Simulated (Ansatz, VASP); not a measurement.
Given: the input of a run of Ansatz 0.2.0 on Fe.

Contents of input.yaml:

```yaml
crystal:
  lattice:
    - [-1.443, 1.443, 1.443]
    - [1.443, -1.443, 1.443]
    - [1.443, 1.443, -1.443]
  atoms:
    - { symbol: Fe, position: [0.0, 0.0, 0.0], spin: 3.0 }
hamiltonian:
  xc: lda
  pseudopotentials: { kind: paw }
magnetization:
  spin_polarized: true
kpoints:
  mp_grid: { grid: [13, 13, 13] }
scf:
  occupations: { method: fermi_dirac, width: 0.05 }
output:
  forces: true
  stress: true
  eigenvalues: true
```

Potentials or basis: Ansatz PAW.

Run with:

```console
$ ansatz run input.yaml --threads 2 --pin off --max-ram 5632MiB --backend cpu --events-out ev --progress --plain --runs-dir out
```

Question: Set up the same calculation for VASP 6.6.1. Potentials there: VASP PAW LDA potentials, release 64 (Fe_sv).

Answer: As run (the cutoff follows the program's own potentials):

The input INCAR:

```
SYSTEM = Fe
PREC = Accurate
ENCUT = 600
EDIFF = 1E-6
ISMEAR = -1
SIGMA = 0.05
LREAL = .False.
LASPH = .True.
NELM = 200
ALGO = Normal
ISIF = 2
LWAVE = .False.
LCHARG = .False.
ISPIN = 2
MAGMOM = 3
LORBIT = 11
LMAXMIX = 4
GGA = CA
NBANDS = 18
GGA_COMPAT = .False.
```

File KPOINTS:

```
Automatic mesh
0
Gamma
  13 13 13
  0 0 0
```

Contents of POSCAR:

```
Fe
1.0
   -1.4430000000      1.4430000000      1.4430000000
    1.4430000000     -1.4430000000      1.4430000000
    1.4430000000      1.4430000000     -1.4430000000
Fe
1
Direct
    0.0000000000      0.0000000000      0.0000000000
```

Potentials or basis: VASP PAW LDA potentials, release 64 (Fe_sv).

Launch:

```bash
$ cat potpaw_LDA.64/Fe_sv/POTCAR > POTCAR
$ mpirun -np 1 vasp_std > vasp.out
```

Both were run:

|  | VASP | Ansatz | Ansatz less VASP |
| --- | --- | --- | --- |
| gap on the k mesh at the Fermi level (eV) | none | none | - |
| net moment per atom (μB) | 2.15 | 2.20 | +0.053 |
| size of the moment on the site where the two differ most (μB) | 2.12 | 2.23 | +0.108 |

LDA's correlation is that of Perdew and Zunger in VASP and of Perdew and Wang (1992) in Ansatz. Site moments also hang on the region over which each program counts them. A gap of «none» marks a metal or a gap that the smearing closes.
